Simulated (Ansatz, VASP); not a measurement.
# One calculation of TaN, two programs

The input INCAR:

```
SYSTEM = TaN
ALGO = Normal ; EDIFF = 1E-8
ENCUT = 520 ; GGA = PE
ISIF = 2 ; ISMEAR = -1
LASPH = .TRUE. ; LCHARG = .FALSE.
LEFG = .TRUE. ; LREAL = .FALSE.
LWAVE = .FALSE. ; NBANDS = 15
NELM = 100 ; PREC = Accurate
SIGMA = 0.02
```

File KPOINTS:

```
k-points
0
G
  12 12 10
  0 0 0
```

File POSCAR:

```
TaN
1.0
    2.9379988584      0.0000000000      0.0000000000
   -1.4689994292      2.5443816477      0.0000000000
    0.0000000000      0.0000000000      2.8830000000
Ta N
1 1
Direct
    0.3333333333      0.6666666667      0.5000000000
    0.0000000000      0.0000000000      0.0000000000
```

Input for Ansatz:

```yaml
crystal:
  lattice:
    - [2.9379988584, 0.0, 0.0]
    - [-1.4689994292, 2.5443816477, 0.0]
    - [0.0, 0.0, 2.883]
  atoms:
    - { symbol: Ta, position: [0.3333333333, 0.6666666667, 0.5] }
    - { symbol: "N", position: [0.0, 0.0, 0.0] }
kpoints:
  mp_grid: { grid: [12, 12, 10] }
scf:
  occupations: { method: fermi_dirac, width: 0.02 }
hamiltonian:
  xc: pbe
  pseudopotentials: { kind: all_electron, datasets: crystal, nuclear_model: point }
output:
  forces: true
  stress: true
  eigenvalues: true
  efg: { contact_densities: true }
```

Alike in both runs: task electric field gradients; functional PBE; k mesh 12 × 12 × 10; occupations fermi-dirac, width 0.02 eV; no spin polarisation.

```csv
,VASP,Ansatz
version,VASP 6.6.1,Ansatz 0.2.0
potentials or method,"VASP PAW PBE potentials, release 64 (Ta_pv, N), cutoff 520 eV","all-electron PAW with datasets made for the crystal, scalar-relativistic"
```

Ansatz gave:

* pressure (GPa): 4.8
* traceless stress, the component that is largest in VASP (GPa): 0.73
* size of Vzz on the site where it differs most (V/Å²): 59.0

Task: What did VASP give for the same quantities?

Result: Pressure (GPa): 5.4; traceless stress, the component that is largest in VASP (GPa): 0.83; size of Vzz on the site where it differs most (V/Å²): 19.8.

Ansatz ran all-electron here, and VASP with PAW potentials.

Spin-orbit coupling is off throughout.
